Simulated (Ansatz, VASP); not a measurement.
**Sn3Se in VASP and in Ansatz**

File INCAR:

```
SYSTEM = Sn3Se
PREC     = Accurate       ! precision mode
ENCUT    = 520            ! plane-wave cutoff, eV
EDIFF    = 1E-6           ! SCF threshold, eV
ISMEAR   = 0              ! smearing method
SIGMA    = 0.15           ! smearing width, eV
LREAL    = .FALSE.        ! projectors in reciprocal space
LASPH    = .TRUE.         ! aspherical terms in the spheres
NELM     = 100            ! most SCF steps
ALGO     = Normal         ! electronic algorithm
ISIF     = 2              ! what is computed and relaxed
LWAVE    = .FALSE.        ! write WAVECAR
LCHARG   = .TRUE.         ! write CHGCAR
GGA      = PS             ! functional
LELF     = .TRUE.         ! ELF
LVHAR    = .TRUE.       
NBANDS   = 32             ! bands
```

Contents of KPOINTS:

```
Automatic mesh
0
G
  12 12 12
  0 0 0
```

The input POSCAR:

```
Sn3Se
1.0
    0.0000000000      3.6581854746      3.6581854746
    3.6581854746      0.0000000000      3.6581854746
    3.6581854746      3.6581854746      0.0000000000
Sn Se
3 1
Direct
    0.2500000000      0.2500000000      0.2500000000
    0.7500000000      0.7500000000      0.7500000000
    0.5000000000      0.5000000000      0.5000000000
   -0.0076950718      0.0076950718      0.0076950718
```

Input for Ansatz:

```yaml
crystal:
  lattice:
    - [0.0, 3.6581854746, 3.6581854746]
    - [3.6581854746, 0.0, 3.6581854746]
    - [3.6581854746, 3.6581854746, 0.0]
  atoms:
    - { symbol: Sn, position: [0.25, 0.25, 0.25] }
    - { symbol: Sn, position: [0.75, 0.75, 0.75] }
    - { symbol: Sn, position: [0.5, 0.5, 0.5] }
    - { symbol: Se, position: [-0.0076950718, 0.0076950718, 0.0076950718] }
basis:
  ecutwfc: 420
kpoints:
  mp_grid: { grid: [12, 12, 12] }
hamiltonian:
  xc: pbesol
scf:
  occupations: { method: gaussian, width: 0.15 }
output:
  forces: true
  stress: true
  eigenvalues: true
```

Alike in both runs: task single point; functional PBEsol; k mesh 12 × 12 × 12; occupations gaussian, width 0.15 eV; no spin polarisation.

|  | VASP | Ansatz |
| --- | --- | --- |
| version | VASP 6.6.1 | Ansatz 0.2.0 |
| potentials or method | VASP PAW PBE potentials, release 64 (Sn_d, Se), cutoff 520 eV | scalar-relativistic, plane waves, PAW |
| valence electrons in the cell | 48 | 58 |

VASP gave:

| Property | Result |
| --- | --- |
| gap on the k mesh at the Fermi level (eV) | none |
| pressure (GPa) | 0.1 |
| rms of the force components (eV/Å) | 0.028 |

Which values does Ansatz return?

gap on the k mesh at the Fermi level (eV): none; pressure (GPa): 0.1; rms of the force components (eV/Å): 0.027.

VASP's potentials were made for PBE, not for PBEsol. Atom by atom the forces differ by 0.000 eV/Å (rms over components). A gap of «none» marks a metal or a gap that the smearing closes. The functional is the same, so the differences come from potentials, cutoffs and numerics. VASP's potentials hold 48 valence electrons a cell and Ansatz's 58, so a difference there can come from the potentials and not from the codes.
